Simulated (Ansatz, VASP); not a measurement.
## Two plane-wave programs on P

The input INCAR:

```
PREC = Accurate
ENCUT = 520
EDIFF = 1E-7
ISMEAR = 0
SIGMA = 0.15
LREAL = False
LASPH = True
NELM = 100
ALGO = Normal
ISIF = 2
LWAVE = False
LCHARG = False
GGA = PS
IVDW = 12
NBANDS = 8
```

File KPOINTS:

```
Automatic mesh
0
Gamma
  12 12 12
```

File POSCAR:

```
P
1.0
    4.3314450751      0.0000000000      0.0000000000
    0.0000000000      4.3314450751      0.0000000000
    0.0000000000      0.0000000000      4.2604608539
P
1
Direct
    0.0000000000      0.0000000000      0.0000000000
```

Input for Ansatz:

```yaml
crystal:
  lattice:
    - [4.3314450751, 0.0, 0.0]
    - [0.0, 4.3314450751, 0.0]
    - [0.0, 0.0, 4.2604608539]
  atoms:
    - { symbol: P, position: [0.0, 0.0, 0.0] }
basis:
  ecutwfc: 420
kpoints:
  mp_grid: { grid: [12, 12, 12] }
hamiltonian:
  xc: pbesol
  dispersion: d3bj
scf:
  occupations: { method: gaussian, width: 0.15 }
output:
  forces: true
  stress: true
  eigenvalues: true
```

Alike in both runs: task single point; functional PBEsol; dispersion D3(BJ); k mesh 12 × 12 × 12; occupations gaussian, width 0.15 eV; no spin polarisation.

|  | VASP | Ansatz |
| --- | --- | --- |
| version | VASP 6.6.1 | Ansatz 0.2.0 |
| potentials or method | VASP PAW PBE potentials, release 64 (P), cutoff 520 eV | scalar-relativistic, plane waves, PAW |
| valence electrons in the cell | 5 | 5 |

```csv
,VASP,Ansatz,Ansatz less VASP
gap on the k mesh at the Fermi level (eV),none,none,-
pressure (GPa),-4.0,-4.0,+0.01
"traceless stress, the component that is largest in VASP (GPa)",-0.19,-0.19,0.000
```

VASP's potentials were made for PBE, not for PBEsol. A gap of «none» marks a metal or a gap that the smearing closes.
